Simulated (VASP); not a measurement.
# Sn (Fd-3m) in VASP: further runs

Sn is run at these levels: PBE; tasks: single point.

Everything below comes from runs of VASP 6.6.1. Logs are shortened: lines on timing, memory, paths and dates and some standing lists are left out, and cuts for length are marked.

## (1) The cell of the first run

The structure is cubic, space group Fd-3m (No. 227). The conventional cell has a = 6.128 Å, b = 6.128 Å, c = 6.128 Å, α = 90.00°, β = 90.00°, γ = 90.00°. Sn (site symmetry -43m) has 4 Sn at 2.65 Å within 3.5 Å.

## (2) Single point, PBE (volume scaled by 0.78)

Input file INCAR:

```
PREC = Accurate
ENCUT = 520
EDIFF = 1E-6
ISMEAR = -1
SIGMA = 0.08
LREAL = False
LASPH = True
NELM = 60
ALGO = Normal
ISIF = 2
LWAVE = False
LCHARG = False
GGA = PE
NBANDS = 21
```

Input file KPOINTS:

```
Automatic mesh
0
Gamma
  10 10 10
```

Input file POSCAR:

```
Sn
1.0
    0.0000000000      3.0639439954      3.0639439954
    3.0639439954      0.0000000000      3.0639439954
    3.0639439954      3.0639439954      0.0000000000
Sn
2
Direct
   -0.1250000000     -0.1250000000     -0.1250000000
    0.1250000000      0.1250000000      0.1250000000
```

Potentials or basis: VASP PAW PBE potentials, release 64 (Sn_d).

The run is started by

```
$ cat potpaw_PBE.64/Sn_d/POTCAR > POTCAR
$ mpirun -np 1 vasp_std > vasp.out
```

OUTCAR:

```text
PREC = Accurate
   ENCUT = 520
   EDIFF = 1E-6
   ISMEAR = -1
   LREAL = False
   LASPH = True
   NELM = 60
   ISIF = 2
   GGA = PE

 ion  position               nearest neighbor table
   1  0.875  0.875  0.875-   2 2.65   2 2.65   2 2.65   2 2.65
   2  0.125  0.125  0.125-   1 2.65   1 2.65   1 2.65   1 2.65

  LATTYP: Found a face centered cubic cell.
 ALAT       =     6.1278879908

  Lattice vectors:

 A1 = (   0.0000000000,   3.0639439954,   3.0639439954)
 A2 = (   3.0639439954,   0.0000000000,   3.0639439954)
 A3 = (   3.0639439954,   3.0639439954,   0.0000000000)

Analysis of symmetry for initial positions (statically):
=====================================================================
 Subroutine PRICEL returns:
 Original cell was already a primitive cell.

 Routine SETGRP: Setting up the symmetry group for a
 face centered cubic supercell.

 Subroutine GETGRP returns: Found 48 space group operations
 (whereof 12 operations were pure point group operations)
 out of a pool of 48 trial point group operations.

The static configuration has the point symmetry D_3d.
 The point group associated with its full space group is O_h .

Analysis of symmetry for dynamics (positions and initial velocities):
=====================================================================
 Subroutine PRICEL returns:
 Original cell was already a primitive cell.

 Routine SETGRP: Setting up the symmetry group for a
 face centered cubic supercell.

 Subroutine GETGRP returns: Found 48 space group operations
 (whereof 12 operations were pure point group operations)
 out of a pool of 48 trial point group operations.

The dynamic configuration has the point symmetry D_3d.
 The point group associated with its full space group is O_h .

 Subroutine INISYM returns: Found 48 space group operations
 (whereof 12 operations are pure point group operations),
 and found     1 'primitive' translations

----------------------------------------------------------------------------------------

                                     Primitive cell

  volume of cell :      57.5271

  direct lattice vectors                    reciprocal lattice vectors
     0.000000000  3.063943995  3.063943995    -0.163188361  0.163188361  0.163188361
     3.063943995  0.000000000  3.063943995     0.163188361 -0.163188361  0.163188361
     3.063943995  3.063943995  0.000000000     0.163188361  0.163188361 -0.163188361

  length of vectors
     4.333071153  4.333071153  4.333071153     0.282650533  0.282650533  0.282650533

  position of ions in fractional coordinates (direct lattice)
     0.875000000  0.875000000  0.875000000
     0.125000000  0.125000000  0.125000000

  ion indices of the primitive-cell ions
   primitive index   ion index
                 1           1
                 2           2

----------------------------------------------------------------------------------------

 KPOINTS: Automatic mesh

Automatic generation of k-mesh.
 Grid dimensions read from file:
 generate k-points for:   10   10   10

 Generating k-lattice:

  Cartesian coordinates                     Fractional coordinates (reciprocal lattice)
    -0.016318836  0.016318836  0.016318836     0.100000000  0.000000000  0.000000000
     0.016318836 -0.016318836  0.016318836     0.000000000  0.100000000  0.000000000
     0.016318836  0.016318836 -0.016318836     0.000000000  0.000000000  0.100000000

  Length of vectors
     0.028265053  0.028265053  0.028265053

  Shift w.r.t. Gamma in fractional coordinates (k-lattice)
     0.000000000  0.000000000  0.000000000

 Subroutine IBZKPT returns following result:
 ===========================================

 Found     47 irreducible k-points:

 Following reciprocal coordinates:
            Coordinates               Weight
  0.000000  0.000000  0.000000      1.000000
  0.100000  0.000000  0.000000      8.000000
  0.200000  0.000000  0.000000      8.000000
  0.300000  0.000000  0.000000      8.000000
  0.400000  0.000000  0.000000      8.000000
  0.500000  0.000000  0.000000      4.000000
[... 16 lines left out ...]
  0.300000  0.300000  0.000000      6.000000
  0.400000  0.300000  0.000000     24.000000
 [... further k-points ...]
   k-points           NKPTS =     47   k-points in BZ     NKDIM =     47   number of bands    NBANDS=     21
   number of dos      NEDOS =    301   number of ions     NIONS =      2
   total plane-waves  NPLWV =  32768
   dimension x,y,z NGX =    32 NGY =   32 NGZ =   32
   dimension x,y,z NGXF=    64 NGYF=   64 NGZF=   64
   ions per type =               2
   NGX,Y,Z   is equivalent  to a cutoff of  12.28, 12.28, 12.28 a.u.
   NGXF,Y,Z  is equivalent  to a cutoff of  24.55, 24.55, 24.55 a.u.
 SYSTEM =  unknown system
   PREC   = accura    normal or accurate (medium, high low for compatibility)
   ISTART =      0    job   : 0-new  1-cont  2-samecut
   ICHARG =      2    charge: 1-file 2-atom 10-const
   ISPIN  =      1    spin polarized calculation?
   LNONCOLLINEAR =      F non collinear calculations
   LSORBIT =      F    spin-orbit coupling
   LASPH  =      T    aspherical Exc in radial PAW
   ENCUT  =  520.0 eV  38.22 Ry    6.18 a.u.   8.06  8.06  8.06*2*pi/ulx,y,z
   NELM   =     60;   NELMIN=  2; NELMDL= -5     # of ELM steps
   EDIFF  = 0.1E-05   stopping-criterion for ELM
   LREAL  =      F    real-space projection
   EDIFFG = 0.1E-04   stopping-criterion for IOM
   NSW    =      0    number of steps for IOM
   IBRION =     -1    ionic relax: 0-MD 1-quasi-New 2-CG
   NFREE  =      0    steps in history (QN), initial steepest desc. (CG)
   ISIF   =      2    stress and relaxation
   ISYM   =      2    0-nonsym 1-usesym 2-fastsym
   POTIM  = 0.5000    time-step for ionic-motion
   TEBEG  =    0.0;   TEEND  =   0.0 temperature during run
   PSTRESS=    0.0 pullay stress
   NELECT =      28.0000    total number of electrons
   NUPDOWN=      -1.0000    fix difference up-down
   EMIN   =  10.00;   EMAX   =-10.00  energy-range for DOS
   EFERMI =   0.00;   METHOD = LEGACY
   ISMEAR =    -1;   SIGMA  =   0.08  broadening in eV -4-tet -1-fermi 0-gaus
   EFERMI_NEDOS =   21; number of points for ismear=-14 and -15
   IALGO  =     38    algorithm
   IMIX   =      4    mixing-type and parameters
     AMIX     =   0.40;   BMIX     =  1.00
     AMIX_MAG =   1.60;   BMIX_MAG =  1.00
  volume/ion in A,a.u.               =      28.76       194.11
  Fermi-wavevector in a.u.,A,eV,Ry     =   1.287765  2.433523 22.563075  1.658339
  Thomas-Fermi vector in A             =   2.419760
   LORBIT       =      0    0 simple, 1 ext, 2 COOP (PROOUT), +10 PAW based schemes
   GGA     = PE    functional components
   LHFCALC =     F    Hartree Fock is set to
   AEXX    =    0.0000 exact exchange contribution
   IVDW    =     0    specifies the selected vdW correction
   LEPSILON=     F    determine dielectric tensor
   LRPA    =     F    only Hartree local field effects (RPA)
 non-spin polarized calculation
  energy-cutoff  :      520.00
  volume of cell :       57.53
 maximum number of plane-waves:      1572
   NGX = 17   NGY = 17   NGZ = 17

 number of electron      27.9999980 magnetization

 Free energy of the ion-electron system (eV)
  ---------------------------------------------------
  ext. energy  EPLUGINS =         0.00000000
  ---------------------------------------------------
  free energy    TOTEN  =        -7.05274654 eV

  energy without entropy =       -7.05136804  energy(sigma->0) =       -7.05205729

 E-fermi :   7.8381     XC(G=0):  -9.6572

 val. band max:        7.7531101740   @ k =   0.0000   0.0000   0.0000
 cond. band min:       8.0404345423   @ k =   0.5000   0.0000   0.0000
 fundamental gap:      0.2873243683
 Fermi energy:         7.8380698070

 k-point     1 :       0.0000    0.0000    0.0000
  band No.  band energies     occupation
      1     -14.4846      2.00000
      2     -14.4846      2.00000
      3     -14.4846      2.00000
      4     -14.3977      2.00000
      5     -14.3977      2.00000
      6     -13.9160      2.00000
[... 13 lines left out ...]
     20      16.0181      0.00000
     21      16.0306      0.00000

 k-point     2 :       0.1000    0.0000    0.0000
  band No.  band energies     occupation
      1     -14.4973      2.00000
      2     -14.4973      2.00000
      3     -14.4812      2.00000
      4     -14.3801      2.00000
      5     -14.3801      2.00000
      6     -13.9344      2.00000
[... 13 lines left out ...]
     20      15.0415      0.00000
     21      15.0415      0.00000

 k-point     3 :       0.2000    0.0000    0.0000
  band No.  band energies     occupation
      1     -14.5173      2.00000
      2     -14.5173      2.00000
      3     -14.4722      2.00000
      4     -14.3480      2.00000
      5     -14.3480      2.00000
      6     -13.9611      2.00000
[... 13 lines left out ...]
     20      14.6036      0.00000
     21      14.6036      0.00000

 k-point     4 :       0.3000    0.0000    0.0000
  band No.  band energies     occupation
      1     -14.5313      2.00000
      2     -14.5313      2.00000
      3     -14.4609      2.00000
      4     -14.3213      2.00000
      5     -14.3213      2.00000
      6     -13.9803      2.00000
[... 13 lines left out ...]
     20      14.9615      0.00000
     21      14.9615      0.00000

 k-point     5 :       0.4000    0.0000    0.0000
  band No.  band energies     occupation
      1     -14.5381      2.00000
      2     -14.5381      2.00000
      3     -14.4514      2.00000
      4     -14.3067      2.00000
      5     -14.3067      2.00000
      6     -13.9891      2.00000
[... 13 lines left out ...]
     20      16.0026      0.00000
     21      16.0026      0.00000
[... 382 lines left out ...]
     20      15.6891      0.00000
     21      17.0943      0.00000

 k-point    22 :      -0.2000    0.2000    0.0000
  band No.  band energies     occupation
      1     -14.5507      2.00000
      2     -14.5505      2.00000
      3     -14.4255      2.00000
      4     -14.3242      2.00000
      5     -14.2713      2.00000
      6     -14.0390      2.00000
[... 13 lines left out ...]
     20      15.9204      0.00000
     21      16.8213      0.00000

 k-point    23 :       0.3000    0.3000    0.0000
  band No.  band energies     occupation
      1     -14.5376      2.00000
      2     -14.5376      2.00000
      3     -14.4857      2.00000
      4     -14.2886      2.00000
      5     -14.1952      2.00000
      6     -14.1715      2.00000
[... 13 lines left out ...]
     20      17.0902      0.00000
     21      17.2025      0.00000

 k-point    24 :       0.4000    0.3000    0.0000
  band No.  band energies     occupation
      1     -14.5606      2.00000
      2     -14.5480      2.00000
      3     -14.4489      2.00000
      4     -14.2539      2.00000
      5     -14.2123      2.00000
      6     -14.1558      2.00000
[... 13 lines left out ...]
     20      17.6537      0.00000
     21      17.7107      0.00000

 [... further k-points ...]

------------------------ aborting loop because EDIFF is reached ----------------------------------------

  FORCE on cell =-STRESS in cart. coord.  units (eV):
  Direction    XX          YY          ZZ          XY          YZ          ZX
  --------------------------------------------------------------------------------------
  -------------------------------------------------------------------------------------
  Total        5.7733034      5.7733034      5.7733034      0.0000000      0.0000000      0.0000000
  in kB      160.7912829    160.7912829    160.7912829      0.0000000      0.0000000      0.0000000
  external PRESSURE =     160.7912829 kB  Pullay stress =       0.0000000 kB

 VOLUME and BASIS-vectors are now :
 -----------------------------------------------------------------------------
  energy-cutoff  :      520.00
  volume of cell :       57.53
      direct lattice vectors                 reciprocal lattice vectors
     0.000000000  3.063943995  3.063943995    -0.163188361  0.163188361  0.163188361
     3.063943995  0.000000000  3.063943995     0.163188361 -0.163188361  0.163188361
     3.063943995  3.063943995  0.000000000     0.163188361  0.163188361 -0.163188361

 POSITION                                       TOTAL-FORCE (eV/Angst)
 -----------------------------------------------------------------------------------
      5.36190      5.36190      5.36190        -0.000000     -0.000000     -0.000000
      0.76599      0.76599      0.76599         0.000000      0.000000      0.000000
 -----------------------------------------------------------------------------------
    total drift:                                0.000000      0.000000     -0.000000

  FREE ENERGIE OF THE ION-ELECTRON SYSTEM (eV)
  ---------------------------------------------------
  free  energy   TOTEN  =        -7.0527465444 eV

  energy  without entropy=       -7.0513680402  energy(sigma->0) =       -7.05205729
```

It took 64 s on 1 thread of AMD EPYC 7R13, shared host; peak memory 0.17 GiB.

Results:

- Free energy: -7.0527 eV
- Pressure: 16.1 GPa
- Band gap on the k mesh: 0.29 eV, indirect (least direct gap 0.53 eV)

Caveat: spin-orbit coupling is left out, which moves the levels of the heavy elements. A k mesh can miss the band edges.

## (3) Single point, PBE (volume scaled by 0.88)

Input file INCAR:

```
PREC     = Accurate       # precision mode
ENCUT    = 520            # plane-wave cutoff, eV
EDIFF    = 1E-6           # SCF threshold, eV
ISMEAR   = -1             # smearing method
SIGMA    = 0.08           # smearing width, eV
LREAL    = False          # projectors in reciprocal space
LASPH    = True           # aspherical terms in the spheres
NELM     = 80             # most SCF steps
ALGO     = Normal         # electronic algorithm
ISIF     = 2              # what is computed and relaxed
LWAVE    = False          # write WAVECAR
LCHARG   = False          # write CHGCAR
GGA      = PE             # functional
NBANDS   = 21             # bands
```

KPOINTS is that of step 2.

Input file POSCAR:

```
Sn
1.0
    0.0000000000      3.1896535399      3.1896535399
    3.1896535399      0.0000000000      3.1896535399
    3.1896535399      3.1896535399      0.0000000000
Sn
2
Direct
   -0.1250000000     -0.1250000000     -0.1250000000
    0.1250000000      0.1250000000      0.1250000000
```

Potentials or basis: VASP PAW PBE potentials, release 64 (Sn_d).

The run is started by

```
$ cat potpaw_PBE.64/Sn_d/POTCAR > POTCAR
$ mpirun -np 1 vasp_std > vasp.out
```

It took 1.7 min on 1 thread of AMD EPYC 7R13, shared host; peak memory 0.19 GiB.

It converged, with:

- Free energy: -7.5431 eV
- Pressure: 6.1 GPa
- Band gap on the k mesh: zero (filled and empty bands touch)

Levels at points of the mesh, in eV from the Fermi level:
```
           k point  band 11  band 12  band 13  band 14  band 15  band 16  band 17  band 18
(0.00, 0.00, 0.00)   -11.02    -0.33     0.03     0.03     0.03     2.11     2.11     2.11
(0.50, 0.00, 0.00)    -9.28    -6.56    -1.25    -1.25     0.04     3.20     3.20     5.55
(0.50, 0.50, 0.00)    -7.75    -7.75    -2.69    -2.69     0.71     0.71     8.01     8.01
```

Caveat: spin-orbit coupling is left out, which moves the levels of the heavy elements.

## (4) Single point, PBE (volume scaled by 0.88)

Input file INCAR:

```
SYSTEM = Sn
PREC     = Accurate       ! precision mode
ENCUT    = 520            ! plane-wave cutoff, eV
EDIFF    = 1E-6           ! SCF threshold, eV
ISMEAR   = -1             ! smearing method
SIGMA    = 0.08           ! smearing width, eV
LREAL    = .FALSE.        ! projectors in reciprocal space
LASPH    = .TRUE.         ! aspherical terms in the spheres
NELM     = 80             ! most SCF steps
ALGO     = Normal         ! electronic algorithm
ISIF     = 2              ! what is computed and relaxed
LWAVE    = .FALSE.        ! write WAVECAR
LCHARG   = .FALSE.        ! write CHGCAR
GGA      = PE             ! functional
NBANDS   = 21             ! bands
```

Input file KPOINTS:

```
Automatic mesh
0
G
  10 10 10
  0 0 0
```

POSCAR is that of step 3.

The run is started by

```
$ cat potpaw_PBE.64/Sn_d/POTCAR > POTCAR
$ mpirun -np 1 vasp_std > vasp.out
```

It took 98 s on 1 thread of AMD EPYC 7R13, shared host; peak memory 0.19 GiB.

The run converged. Its results:

* Free energy: -7.5431 eV
* Pressure: 6.1 GPa
* Band gap on the k mesh: zero (filled and empty bands touch)

Levels at points of the mesh, in eV from the Fermi level:
| k point | band 10 | band 11 | band 12 | band 13 | band 14 | band 15 | band 16 | band 17 | band 18 | band 19 |
| --- | --- | --- | --- | --- | --- | --- | --- | --- | --- | --- |
| (0.00, 0.00, 0.00) | -21.41 | -11.02 | -0.33 | 0.03 | 0.03 | 0.03 | 2.11 | 2.11 | 2.11 | 5.00 |
| (0.50, 0.00, 0.00) | -21.36 | -9.28 | -6.56 | -1.25 | -1.25 | 0.04 | 3.20 | 3.20 | 5.55 | 8.70 |
| (0.50, 0.50, 0.00) | -21.34 | -7.75 | -7.75 | -2.69 | -2.69 | 0.71 | 0.71 | 8.01 | 8.01 | 9.65 |

Caveat: spin-orbit coupling is left out, which moves the levels of the heavy elements.
